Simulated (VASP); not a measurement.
Runs of VASP 6.6.1 on BaS. The structure is that of space group P4/nmm (No. 129), or close to it. The cells are those of the table. 

| cell | k mesh | gap on the mesh (eV) | pressure (GPa) | largest force (eV/Å) |
| --- | --- | --- | --- | --- |
| a = 5.368, b = 5.368, c = 3.847 Å, 4 atoms | 6 × 6 × 8 | 1.59 | (b) | 0.06 |
| a = 5.342, b = 5.342, c = 3.809 Å, 4 atoms | 6 × 6 × 8 | 1.49 | 1.2 | 0.04 |
| a = 5.342, b = 5.342, c = 3.809 Å, 4 atoms | 6 × 6 × 6 | 1.49 | 1.2 | 0.04 |
| a = 5.402, b = 5.402, c = 3.874 Å, 4 atoms | 6 × 6 × 8 | 1.68 | -0.3 | 0.05 |
| a = 5.312, b = 5.312, c = 3.776 Å, 4 atoms | 6 × 6 × 8 | (c) | (a) | 0.04 |

Alike in all rows: task single point; level PBEsol; potentials or basis VASP PAW PBE potentials, release 64 (Ba_sv, S); no spin polarisation; cutoff (eV) 520; smearing gaussian 0.05 eV.

Estimate the missing entries.

(a) 2.1; (b) 0.5; (c) 1.40.

Caveats: the PAW data sets were made with another functional, which shifts forces and pressure a little; spin-orbit coupling is left out, which moves the levels of the heavy elements.

A k mesh can miss the band edges, and the runs leave out spin-orbit coupling on Ba.
